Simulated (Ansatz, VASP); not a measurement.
**One calculation of C, two programs**

```
CELL_PARAMETERS angstrom
1.23277 -2.13415 0.00000
1.23277 2.13415 0.00000
0.00000 0.00000 6.79898
ATOMIC_POSITIONS crystal
C 0.98963 0.86984 0.75000
C 0.58331 0.41669 0.25000
C 0.91669 0.08331 0.25000
C 0.41669 0.58331 0.75000
```

Alike in both runs: task single point; functional PBE; dispersion D3(BJ); k mesh 22 × 22 × 8; occupations gaussian, width 0.15 eV; no spin polarisation.

|  | VASP | Ansatz |
| --- | --- | --- |
| version | VASP 6.6.1 | Ansatz 0.2.0 |
| potentials or method | VASP PAW PBE potentials, release 64 (C), cutoff 520 eV | scalar-relativistic, plane waves, PAW |
| valence electrons in the cell | 16 | 16 |

|  | VASP | Ansatz | Ansatz less VASP |
| --- | --- | --- | --- |
| gap on the k mesh at the Fermi level (eV) | none | none | - |
| pressure (GPa) | 11.5 | 11.1 | -0.39 |
| traceless stress, the component that is largest in VASP (GPa) | -14.41 | -14.21 | +0.202 |
| rms of the force components (eV/Å) | 5.508 | 5.481 | -0.0264 |

Atom by atom the forces differ by 0.026 eV/Å (rms over components). A gap of «none» marks a metal or a gap that the smearing closes.
